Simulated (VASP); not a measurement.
# CuNi5 (P4/mmm) in VASP: single point with PBE

Aim: the single point of CuNi5 with PBE.

Program: VASP 6.6.1. These are calculated values, not measurements. Logs are shortened: lines on timing, memory, paths and dates and some standing lists are left out, and cuts for length are marked.

## (1) The cell of the first run

Symmetry: P4/mmm, No. 123, tetragonal system. The conventional cell has a = 2.499 Å, b = 2.499 Å, c = 10.618 Å, α = 90.00°, β = 90.00°, γ = 90.00°. Cu (site symmetry 4/mmm) has 4 Cu at 2.50 Å and 8 Ni at 2.54 Å within 3.3 Å. Within 3.3 Å of Ni (site symmetry 4mm) lie 8 Ni at 2.47 to 2.50 Å and 4 Cu at 2.54 Å. Within 3.3 Å of Ni (site symmetry 4mm) lie 12 Ni at 2.47 to 2.50 Å. Within 3.3 Å of Ni (site symmetry 4/mmm) lie 12 Ni at 2.49 to 2.50 Å.

## (2) Single point, PBE, collinear spin, ferromagnetic start

The input, INCAR:

```
PREC = Accurate ; ENCUT = 520
EDIFF = 1E-6 ; ISMEAR = 0
SIGMA = 0.1 ; LREAL = F
LASPH = T ; NELM = 150
ALGO = Normal ; ISIF = 2
LWAVE = F ; LCHARG = F
ISPIN = 2 ; MAGMOM = 0 0.67 0.67 0.67 0.67 0.67
LORBIT = 11 ; LMAXMIX = 4
GGA = PE ; NBANDS = 44
```

The input, KPOINTS:

```
Automatic mesh
0
Gamma
  6 6 2
```

The input, POSCAR:

```
CuNi5
1.0
    2.4987442000      0.0000000000      0.0000000000
    0.0000000000      2.4987442000      0.0000000000
    0.0000000000      0.0000000000     10.6177009000
Cu Ni
1 5
Direct
    0.5000000000      0.5000000000      0.5000000000
    0.0000000000      0.0000000000      0.6720450000
    0.5000000000      0.5000000000      0.8349710000
    0.0000000000      0.0000000000      0.0000000000
    0.5000000000      0.5000000000      0.1650290000
    0.0000000000      0.0000000000      0.3279550000
```

Potentials or basis: VASP PAW PBE potentials, release 64 (Cu, Ni).

Command:

```console
$ cat potpaw_PBE.64/Cu/POTCAR potpaw_PBE.64/Ni/POTCAR > POTCAR
$ mpirun -np 1 vasp_std > vasp.out
```

OUTCAR:

```text
PREC = Accurate
   ENCUT = 520
   EDIFF = 1E-6
   ISMEAR = 0
   LREAL = F
   LASPH = T
   NELM = 150
   ISIF = 2
   ISPIN = 2
   LORBIT = 11
   GGA = PE

 ion  position               nearest neighbor table
   1  0.500  0.500  0.500-   2 2.54   6 2.54   2 2.54   6 2.54   2 2.54   6 2.54   2 2.54   6 2.54

   2  0.000  0.000  0.672-   3 2.47   3 2.47   3 2.47   3 2.47   1 2.54   1 2.54   1 2.54   1 2.54

   3  0.500  0.500  0.835-   2 2.47   2 2.47   2 2.47   2 2.47   4 2.49   4 2.49   4 2.49   4 2.49

   4  0.000  0.000  0.000-   3 2.49   5 2.49   3 2.49   5 2.49   3 2.49   5 2.49   3 2.49   5 2.49

   5  0.500  0.500  0.165-   6 2.47   6 2.47   6 2.47   6 2.47   4 2.49   4 2.49   4 2.49   4 2.49

   6  0.000  0.000  0.328-   5 2.47   5 2.47   5 2.47   5 2.47   1 2.54   1 2.54   1 2.54   1 2.54

  LATTYP: Found a simple tetragonal cell.
 ALAT       =     2.4987442000
 C/A-ratio  =     4.2492148256

  Lattice vectors:

 A1 = (   2.4987442000,   0.0000000000,   0.0000000000)
 A2 = (   0.0000000000,   2.4987442000,   0.0000000000)
 A3 = (   0.0000000000,   0.0000000000,  10.6177009000)

Analysis of symmetry for initial positions (statically):
=====================================================================
 Subroutine PRICEL returns:
 Original cell was already a primitive cell.

 Routine SETGRP: Setting up the symmetry group for a
 simple tetragonal supercell.

 Subroutine GETGRP returns: Found 16 space group operations
 (whereof 16 operations were pure point group operations)
 out of a pool of 16 trial point group operations.

The static configuration has the point symmetry D_4h.

Analysis of symmetry for dynamics (positions and initial velocities):
=====================================================================
 Subroutine PRICEL returns:
 Original cell was already a primitive cell.

 Routine SETGRP: Setting up the symmetry group for a
 simple tetragonal supercell.

 Subroutine GETGRP returns: Found 16 space group operations
 (whereof 16 operations were pure point group operations)
 out of a pool of 16 trial point group operations.

The dynamic configuration has the point symmetry D_4h.

Analysis of structural, dynamic, and magnetic symmetry:
=====================================================================
 Subroutine PRICEL returns:
 Original cell was already a primitive cell.

 Routine SETGRP: Setting up the symmetry group for a
 simple tetragonal supercell.

 Subroutine GETGRP returns: Found 16 space group operations
 (whereof 16 operations were pure point group operations)
 out of a pool of 16 trial point group operations.

The overall configuration has the point symmetry D_4h.

 Subroutine INISYM returns: Found 16 space group operations
 (whereof 16 operations are pure point group operations),
 and found     1 'primitive' translations

----------------------------------------------------------------------------------------

                                     Primitive cell

  volume of cell :      66.2940

  direct lattice vectors                    reciprocal lattice vectors
     2.498744200  0.000000000  0.000000000     0.400201029  0.000000000  0.000000000
     0.000000000  2.498744200  0.000000000     0.000000000  0.400201029  0.000000000
     0.000000000  0.000000000 10.617700900     0.000000000  0.000000000  0.094182348

  length of vectors
     2.498744200  2.498744200 10.617700900     0.400201029  0.400201029  0.094182348

  position of ions in fractional coordinates (direct lattice)
     0.500000000  0.500000000  0.500000000
     0.000000000  0.000000000  0.672045000
     0.500000000  0.500000000  0.834971000
     0.000000000  0.000000000  0.000000000
     0.500000000  0.500000000  0.165029000
     0.000000000  0.000000000  0.327955000

  ion indices of the primitive-cell ions
   primitive index   ion index
                 1           1
                 2           2
                 3           3
                 4           4
                 5           5
                 6           6
[... 30 lines left out ...]
  0.166667  0.000000  0.000000      4.000000
  0.333333  0.000000  0.000000      4.000000
  0.500000  0.000000  0.000000      2.000000
  0.166667  0.166667  0.000000      4.000000
  0.333333  0.166667  0.000000      8.000000
[... 12 lines left out ...]
  0.500000  0.333333  0.500000      4.000000
  0.500000  0.500000  0.500000      1.000000
   k-points           NKPTS =     20   k-points in BZ     NKDIM =     20   number of bands    NBANDS=     44
   number of dos      NEDOS =    301   number of ions     NIONS =      6
   total plane-waves  NPLWV =  32000
   dimension x,y,z NGX =    20 NGY =   20 NGZ =   80
   dimension x,y,z NGXF=    40 NGYF=   40 NGZF=  160
   ions per type =               1   5
   NGX,Y,Z   is equivalent  to a cutoff of  13.31, 13.31, 12.53 a.u.
   NGXF,Y,Z  is equivalent  to a cutoff of  26.61, 26.61, 25.05 a.u.
 SYSTEM =  unknown system
   PREC   = accura    normal or accurate (medium, high low for compatibility)
   ISTART =      0    job   : 0-new  1-cont  2-samecut
   ICHARG =      2    charge: 1-file 2-atom 10-const
   ISPIN  =      2    spin polarized calculation?
   LNONCOLLINEAR =      F non collinear calculations
   LSORBIT =      F    spin-orbit coupling
   LASPH  =      T    aspherical Exc in radial PAW
   ENCUT  =  520.0 eV  38.22 Ry    6.18 a.u.   4.65  4.65 19.74*2*pi/ulx,y,z
   NELM   =    150;   NELMIN=  2; NELMDL= -5     # of ELM steps
   EDIFF  = 0.1E-05   stopping-criterion for ELM
   LREAL  =      F    real-space projection
   EDIFFG = 0.1E-04   stopping-criterion for IOM
   NSW    =      0    number of steps for IOM
   IBRION =     -1    ionic relax: 0-MD 1-quasi-New 2-CG
   NFREE  =      0    steps in history (QN), initial steepest desc. (CG)
   ISIF   =      2    stress and relaxation
   ISYM   =      2    0-nonsym 1-usesym 2-fastsym
   POTIM  = 0.5000    time-step for ionic-motion
   TEBEG  =    0.0;   TEEND  =   0.0 temperature during run
   PSTRESS=    0.0 pullay stress
   NELECT =      61.0000    total number of electrons
   NUPDOWN=      -1.0000    fix difference up-down
   EMIN   =  10.00;   EMAX   =-10.00  energy-range for DOS
   EFERMI =   0.00;   METHOD = LEGACY
   ISMEAR =     0;   SIGMA  =   0.10  broadening in eV -4-tet -1-fermi 0-gaus
   EFERMI_NEDOS =   21; number of points for ismear=-14 and -15
   IALGO  =     38    algorithm
   IMIX   =      4    mixing-type and parameters
     AMIX     =   0.40;   BMIX     =  1.00
     AMIX_MAG =   1.60;   BMIX_MAG =  1.00
  volume/ion in A,a.u.               =      11.05        74.56
  Fermi-wavevector in a.u.,A,eV,Ry     =   1.592307  3.009024 34.496768  2.535441
  Thomas-Fermi vector in A             =   2.690712
   LORBIT       =     11    0 simple, 1 ext, 2 COOP (PROOUT), +10 PAW based schemes
   GGA     = PE    functional components
   LHFCALC =     F    Hartree Fock is set to
   AEXX    =    0.0000 exact exchange contribution
   IVDW    =     0    specifies the selected vdW correction
   LEPSILON=     F    determine dielectric tensor
   LRPA    =     F    only Hartree local field effects (RPA)
 spin polarized calculation
 Gauss-broadening in eV      SIGMA  =   0.10
  energy-cutoff  :      520.00
  volume of cell :       66.29
 maximum number of plane-waves:      1835
 NGX is ok and might be reduce to    20
   NGX =  9   NGY =  9   NGZ = 39

 number of electron      61.0000005 magnetization       3.1265237

 Free energy of the ion-electron system (eV)
  ---------------------------------------------------
  ext. energy  EPLUGINS =         0.00000000
  ---------------------------------------------------
  free energy    TOTEN  =       -31.06380643 eV

  energy without entropy =      -31.02556508  energy(sigma->0) =      -31.04468575

 E-fermi :   8.9219     XC(G=0): -13.1555

 val. band max:        8.9181143378   @ k =   0.3333   0.3333   0.0000
 cond. band min:       8.9240865586   @ k =   0.3333   0.0000   0.0000
 fundamental gap:      0.0059722208
 Fermi energy:         8.9218647986

 spin component 1

 k-point     1 :       0.0000    0.0000    0.0000
  band No.  band energies     occupation
      1      -0.0283      1.00000
      2       1.2941      1.00000
      3       1.4063      1.00000
      4       3.9979      1.00000
      5       4.1334      1.00000
      6       4.3591      1.00000
[... 889 lines left out ...]
     41      18.1481      0.00000
     42      18.1588      0.00000
 Fermi energy:         8.9218647986

 spin component 2

 k-point     1 :       0.0000    0.0000    0.0000
  band No.  band energies     occupation
      1      -0.0578      1.00000
      2       1.2637      1.00000
      3       1.3822      1.00000
      4       4.0595      1.00000
      5       4.2657      1.00000
      6       4.6181      1.00000
[... 889 lines left out ...]
     41      18.3971      0.00000
     42      18.4253      0.00000
 [bands above 42 left out]

------------------------ aborting loop because EDIFF is reached ----------------------------------------

  FORCE on cell =-STRESS in cart. coord.  units (eV):
  Direction    XX          YY          ZZ          XY          YZ          ZX
  --------------------------------------------------------------------------------------
  -------------------------------------------------------------------------------------
  Total        0.0907685      0.0907685     -0.1714236      0.0000000     -0.0000000      0.0000000
  in kB        2.1936727      2.1936727     -4.1429257      0.0000000     -0.0000000      0.0000000
  external PRESSURE =       0.0814732 kB  Pullay stress =       0.0000000 kB

 VOLUME and BASIS-vectors are now :
 -----------------------------------------------------------------------------
  energy-cutoff  :      520.00
  volume of cell :       66.29
      direct lattice vectors                 reciprocal lattice vectors
     2.498744200  0.000000000  0.000000000     0.400201029  0.000000000  0.000000000
     0.000000000  2.498744200  0.000000000     0.000000000  0.400201029  0.000000000
     0.000000000  0.000000000 10.617700900     0.000000000  0.000000000  0.094182348

 POSITION                                       TOTAL-FORCE (eV/Angst)
 -----------------------------------------------------------------------------------
      1.24937      1.24937      5.30885         0.000000     -0.000000      0.000000
      0.00000      0.00000      7.13557         0.000000      0.000000      0.032079
      1.24937      1.24937      8.86547         0.000000     -0.000000     -0.002552
      0.00000      0.00000      0.00000         0.000000     -0.000000      0.000000
      1.24937      1.24937      1.75223        -0.000000     -0.000000      0.002552
      0.00000      0.00000      3.48213         0.000000      0.000000     -0.032079
 -----------------------------------------------------------------------------------
    total drift:                               -0.000000     -0.000000     -0.000000

  FREE ENERGIE OF THE ION-ELECTRON SYSTEM (eV)
  ---------------------------------------------------
  free  energy   TOTEN  =       -31.0638064290 eV

  energy  without entropy=      -31.0255650759  energy(sigma->0) =      -31.04468575

 total charge

# of ion       s       p       d       tot
------------------------------------------
    1        0.463   0.418   9.154  10.035
    2        0.483   0.472   8.333   9.288
    3        0.498   0.502   8.304   9.305
    4        0.497   0.497   8.303   9.297
    5        0.498   0.502   8.304   9.305
    6        0.483   0.472   8.333   9.288
--------------------------------------------------
tot          2.922   2.864  50.731  56.517

 magnetization (x)

# of ion       s       p       d       tot
------------------------------------------
    1       -0.007  -0.015   0.043   0.022
    2       -0.003  -0.018   0.585   0.564
    3       -0.006  -0.023   0.702   0.673
    4       -0.007  -0.025   0.729   0.698
    5       -0.006  -0.023   0.702   0.673
    6       -0.003  -0.018   0.585   0.564
--------------------------------------------------
tot         -0.032  -0.122   3.347   3.193
```

Run time: 2.5 min. Hardware: 1 thread of AMD EPYC 7R43 (Zen 3), shared host; peak memory 0.22 GiB.

Results:

```yaml
Free_energy: -31.0638 eV
Pressure: 0.0 GPa
Largest_force: 0.032 eV/Å
Net_moment: 3.13 μB per cell
Site_moments: Cu +0.02; Ni +0.56, +0.67, +0.70 (each value once) μB
Valence_electrons_inside_the_program's_atomic_spheres: Cu 10.04; Ni 9.29, 9.30 (each value once)
```

Forces on the atoms (eV/Å):
```
Cu   0.000  0.000  0.000
Ni   0.000  0.000  0.032
Ni   0.000  0.000 -0.003
Ni   0.000  0.000  0.000
Ni   0.000  0.000  0.003
Ni   0.000  0.000 -0.032
```

Caveat: the k points lie up to 0.42 Å⁻¹ apart.
